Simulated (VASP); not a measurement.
Wanted: the native input for a VASP 6.6.1 run.

```yaml
Task: relaxation of cell and atoms
Functional: r2SCAN
Potentials_or_basis: VASP PAW PBE potentials, release 64 (Ru_pv)
Cutoff: 550 eV
k_mesh: 20 × 20 × 12
Occupations: fermi-dirac, width 0.05 eV
Spin: no spin polarisation
Dipole_correction: no
Further_INCAR_settings: ALGO = Normal; EDIFF = 1e-07; IBRION = 2; EDIFFG = -0.002; NSW = 100; ISIF = 3
```

The system is Ru.

```
Ru
1.0
     2.70580    0.00000    0.00000
    -1.35290    2.34329    0.00000
     0.00000    0.00000    4.28190
Ru
2
Direct
  0.33333 0.66667 0.25000
  0.66667 0.33333 0.75000
```

One way to write it, as run:

POSCAR

```
Ru
1.0
    2.7058000000      0.0000000000      0.0000000000
   -1.3529000000      2.3432915376      0.0000000000
    0.0000000000      0.0000000000      4.2819000000
Ru
2
Direct
    0.3333333333      0.6666666667      0.2500000000
    0.6666666667      0.3333333333      0.7500000000
```

INCAR.step1

```
  PREC = Accurate
  ENCUT = 550
  ISMEAR = -1
  SIGMA = 0.05
  LREAL = F
  LASPH = T
  NELM = 120
  GGA = PE
  ALGO = Normal
  EDIFF = 1E-5
  LWAVE = T
  LCHARG = F
  GGA_COMPAT = F
  IBRION = 2
  ISIF = 3
  EDIFFG = -0.005
  NELMIN = 4
  NSW = 100
```

INCAR.step2

```
  PREC = Accurate
  ENCUT = 550
  EDIFF = 1E-7
  ISMEAR = -1
  SIGMA = 0.05
  LREAL = F
  LASPH = T
  NELM = 120
  ALGO = Normal
  ISIF = 3
  LWAVE = F
  LCHARG = F
  METAGGA = R2SCAN
  LMIXTAU = T
  IBRION = 2
  NSW = 100
  EDIFFG = -0.002
  ISTART = 1
  GGA_COMPAT = F
  NELMIN = 4
```

KPOINTS

```
regular mesh
0
Gamma
  20 20 12
```

Potentials or basis: VASP PAW PBE potentials, release 64 (Ru_pv).

Run with:

```bash
$ cat potpaw_PBE.64/Ru_pv/POTCAR > POTCAR
$ cp INCAR.step1 INCAR
$ mpirun -np 1 vasp_std > vasp.out
$ cp INCAR.step2 INCAR
$ mpirun -np 1 vasp_std > vasp.out
```

Results of the run:

```
Relaxed volume                        : 13.55 Å³/atom
Relaxed cell                          : a = 2.708 Å, b = 2.708 Å, c = 4.267 Å, α = 90.00°, β = 90.00°, γ = 120.00°
Space group after relaxing (to 0.1 Å) : P6_3/mmc (No. 194)
Energy gained by relaxing             : 0.3 meV/atom
Ionic steps                           : 5
Pressure after relaxing               : 0.0 GPa
Band gap on the k mesh                : zero (bands 14 and 15 overlap by 3.39 eV)
```

Caveat: the PAW data sets were made with another functional, which shifts forces and pressure a little.

It took 83 min on 1 thread of Oxide Virtual Turin-like Processor (shared host), peak memory 0.25 GiB.
